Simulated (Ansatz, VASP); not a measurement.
**Mg2As: VASP beside Ansatz**

The input INCAR:

```
SYSTEM = Mg2As
  ALGO = Fast
  EDIFF = 1E-6
  ENCUT = 520
  GGA = PE
  ISIF = 2
  ISMEAR = -1
  LASPH = .TRUE.
  LCHARG = .FALSE.
  LREAL = .FALSE.
  LWAVE = .FALSE.
  NBANDS = 18
  NELM = 60
  PREC = Accurate
  SIGMA = 0.05
```

File KPOINTS:

```
k-points
0
G
  8 8 8
  0 0 0
```

File POSCAR:

```
Mg2As
1.0
   -1.8913508641      2.7667071913      5.8742448912
    1.8913508641     -2.7667071913      5.8742448912
    1.8913508641      2.7667071913     -5.8742448912
As Mg
2 4
Direct
    0.3559950000      0.8559950000      0.5000000000
    0.6440050000      0.1440050000      0.5000000000
    0.1972320000      0.1972320000      0.0000000000
    0.2550410000      0.5000000000      0.7550410000
    0.7449590000      0.5000000000      0.2449590000
    0.8027680000      0.8027680000      0.0000000000
```

input.yaml

```yaml
crystal:
  lattice:
    - [-1.8913508641, 2.7667071913, 5.8742448912]
    - [1.8913508641, -2.7667071913, 5.8742448912]
    - [1.8913508641, 2.7667071913, -5.8742448912]
  atoms:
    - { symbol: As, position: [0.355995, 0.855995, 0.5] }
    - { symbol: As, position: [0.644005, 0.144005, 0.5] }
    - { symbol: Mg, position: [0.197232, 0.197232, 0.0] }
    - { symbol: Mg, position: [0.255041, 0.5, 0.755041] }
    - { symbol: Mg, position: [0.744959, 0.5, 0.244959] }
    - { symbol: Mg, position: [0.802768, 0.802768, 0.0] }
hamiltonian:
  xc: pbe
  pseudopotentials: { kind: paw }
kpoints:
  mp_grid: { grid: [8, 8, 8] }
scf:
  occupations: { method: fermi_dirac, width: 0.05 }
output:
  forces: true
  stress: true
  eigenvalues: true
```

Alike in both runs: task single point; functional PBE; k mesh 8 × 8 × 8; occupations fermi-dirac, width 0.05 eV; no spin polarisation.

|  | VASP | Ansatz |
| --- | --- | --- |
| version | VASP 6.6.1 | Ansatz 0.2.0 |
| potentials or method | VASP PAW PBE potentials, release 64 (As, Mg) | Ansatz PAW |
| plane-wave cutoff (eV) | 520 | 420 |
| valence electrons in the cell | 18 | 70 |

|  | VASP | Ansatz | Ansatz less VASP |
| --- | --- | --- | --- |
| gap on the k mesh at the Fermi level (eV) | none | none | - |
| pressure (GPa) | 2.0 | 2.1 | +0.05 |
| traceless stress, the component that is largest in VASP (GPa) | -0.44 | -0.45 | -0.001 |
| rms of the force components (eV/Å) | 0.073 | 0.068 | -0.0050 |

Atom by atom the forces differ by 0.005 eV/Å (rms over components). A gap of «none» marks a metal or a gap that the smearing closes. The functional is the same, so the differences come from potentials, cutoffs and numerics. VASP's potentials hold 18 valence electrons a cell and Ansatz's 70, so a difference there can come from the potentials and not from the codes.
